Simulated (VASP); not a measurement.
A run of VASP 6.6.1:

The input INCAR:

```
SYSTEM = TaTe
PREC = Accurate
ENCUT = 520
EDIFF = 1E-6
ISMEAR = -1
SIGMA = 0.05
LREAL = .FALSE.
LASPH = .TRUE.
NELM = 80
ALGO = Normal
ISIF = 2
LWAVE = .FALSE.
LCHARG = .FALSE.
GGA = PE
NBANDS = 16
```

KPOINTS

```
Automatic mesh
0
G
  8 8 8
  0 0 0
```

POSCAR

```
TaTe
1.0
    3.4210030013      0.0000000000      0.0000000000
    0.0000000000      3.4210030013      0.0000000000
    0.0000000000      0.0000000000      3.4210030013
Ta Te
1 1
Direct
    0.5000000000      0.5000000000      0.5000000000
    0.0000000000      0.0000000000      0.0000000000
```

Potentials or basis: VASP PAW PBE potentials, release 64 (Ta_pv, Te).

Command:

```sh
$ cat potpaw_PBE.64/Ta_pv/POTCAR potpaw_PBE.64/Te/POTCAR > POTCAR
$ mpirun -np 1 vasp_std > vasp.out
```

Hardware: 1 thread of Intel(R) Xeon(R) Platinum 8175M CPU @ 2.50GHz (Skylake/Cascade Lake), on a shared host.

Task: How long does it take, and how much memory?

Result: Wall time 38 s on 1 thread of Intel(R) Xeon(R) Platinum 8175M CPU @ 2.50GHz (Skylake/Cascade Lake) (shared host), peak memory 0.16 GiB. Counts: scf iterations 13, k points 35.
